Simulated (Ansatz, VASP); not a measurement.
# Mo3H in VASP and in Ansatz

```
CELL_PARAMETERS angstrom
-1.62355 1.62355 5.01916
1.62355 -1.62355 5.01916
1.62355 1.62355 -5.01916
ATOMIC_POSITIONS crystal
H 0.25000 0.75000 0.50000
Mo 0.66000 0.66000 0.00000
Mo 0.34000 0.34000 0.00000
Mo 0.00000 0.00000 0.00000
```

Alike in both runs: task relaxation of cell and atoms; functional PBE; k mesh 8 × 8 × 8; occupations gaussian, width 0.2 eV; no spin polarisation.

|  | VASP | Ansatz |
| --- | --- | --- |
| version | VASP 6.6.1 | Ansatz 0.2.0 |
| potentials or method | VASP PAW PBE potentials, release 64 (H, Mo_sv), cutoff 600 eV | scalar-relativistic, plane waves, PAW |
| valence electrons in the cell | 43 | 43 |

```csv
,VASP,Ansatz,Ansatz less VASP
"gap on the k mesh at the Fermi level, each at its own relaxed structure (eV)",none,none,-
relaxed volume (Å³/atom),12.62,12.61,-0.008
relaxed length of the cell vector where the two differ most in proportion (Å),5.369,5.357,-0.0121
```

A gap of «none» marks a metal or a gap that the smearing closes.
